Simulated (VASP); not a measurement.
Wanted: the native input for a VASP 6.6.1 run.

```
Task                   : single point
Functional             : LDA
Potentials or basis    : VASP PAW LDA potentials, release 64 (Rb_sv, V_sv, F)
Cutoff                 : 520 eV
k mesh                 : 5 × 5 × 5
Occupations            : gaussian, width 0.05 eV
Spin                   : collinear spin, ferrimagnetic start
Starting moments       : [0.0, 0.78, 0.04, -0.03, -0.03] μB
Hubbard terms          : V d U = 4.0 eV
Dipole correction      : no
Further INCAR settings : ALGO = Normal; EDIFF = 1e-06; NBANDS = 34
```

The structure of RbVF3 lies in POSCAR:

```
RbVF3
1.0
    4.1819996800      0.0000000000      0.0000000000
    0.0000000000      4.1819996800      0.0000000000
    0.0000000000      0.0000000000      4.1819996800
Rb V F
1 1 3
Direct
    0.0000000000      0.0000000000      0.0000000000
    0.5000000000      0.5000000000      0.5000000000
    0.5000000000      0.5000000000      0.0000000000
    0.0000000000      0.5000000000      0.5000000000
    0.5000000000      0.0000000000      0.5000000000
```

These files were run (other wordings do the same):

INCAR

```
SYSTEM = RbVF3
  PREC = Accurate
  ENCUT = 520
  EDIFF = 1E-6
  ISMEAR = 0
  SIGMA = 0.05
  LREAL = .FALSE.
  LASPH = .TRUE.
  NELM = 150
  ALGO = Normal
  ISIF = 2
  LWAVE = .FALSE.
  LCHARG = .TRUE.
  ISPIN = 2
  MAGMOM = 0 0.78 0.04 -0.03 -0.03
  LORBIT = 11
  LMAXMIX = 4
  LDAU = .TRUE.
  LDAUTYPE = 2
  LDAUL = -1 2 -1
  LDAUU = 0 4 0
  LDAUJ = 0 0 0
  LDAUPRINT = 1
  LELF = .TRUE.
  LVHAR = .TRUE.
  NBANDS = 34
```

KPOINTS

```
Automatic mesh
0
G
  5 5 5
  0 0 0
```

Potentials or basis: VASP PAW LDA potentials, release 64 (Rb_sv, V_sv, F).

Command:

```bash
$ cat potpaw_LDA.64/Rb_sv/POTCAR potpaw_LDA.64/V_sv/POTCAR potpaw_LDA.64/F/POTCAR > POTCAR
$ mpirun -np 1 vasp_std > vasp.out
```

It gave:

```json
{
 "Pressure": "-3.2 GPa",
 "Band gap on the k mesh": "2.28 eV, indirect (least direct gap 3.38 eV)",
 "Net moment": "3.00 μB per cell",
 "Site moments": "Rb +0.00; V +2.72; F +0.01 μB",
 "Valence electrons inside the program's atomic spheres": "Rb 7.30; V 11.35; F 6.08"
}
```

It took 100 s on 1 thread of Oxide Virtual Turin-like Processor (shared host), peak memory 0.17 GiB.
